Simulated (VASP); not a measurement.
# Bi: single point with PBE

Crystal: Bi.

```
Bi
1.0
     0.00000    2.54689    2.54689
     2.54689    0.00000    2.54689
     2.54689    2.54689    0.00000
Bi
1
Direct
  0.00000 0.00000 0.00000
```

This isn't the form of Bi at room conditions, which is rhombohedral.

```json
{"Program": "VASP 6.6.1", "Task": "single point", "Functional": "PBE", "Potentials or basis": "VASP PAW PBE potentials, release 64 (Bi_d)", "Cutoff": "520 eV", "k mesh": "19 × 19 × 19", "Occupations": "fermi-dirac, width 0.0612256 eV", "Spin": "no spin polarisation"}
```

```
Pressure               : -1.9 GPa
Band gap on the k mesh : zero (an odd number of electrons rules out a gap without spin polarisation)
```

Levels at points of the mesh, in eV from the Fermi level:
| k point | band 4 | band 5 | band 6 | band 7 | band 8 | band 9 | band 10 | band 11 |
| --- | --- | --- | --- | --- | --- | --- | --- | --- |
| (0.00, 0.00, 0.00) | -23.05 | -23.05 | -13.25 | 4.51 | 4.51 | 4.51 | 8.12 | 9.05 |

Run time: 110 s on 1 thread of AMD EPYC 7R43 64-Core Processor (Zen 3), on a shared host, peak memory 0.18 GiB.

Caveat: spin-orbit coupling is left out, which moves the levels of the heavy elements.
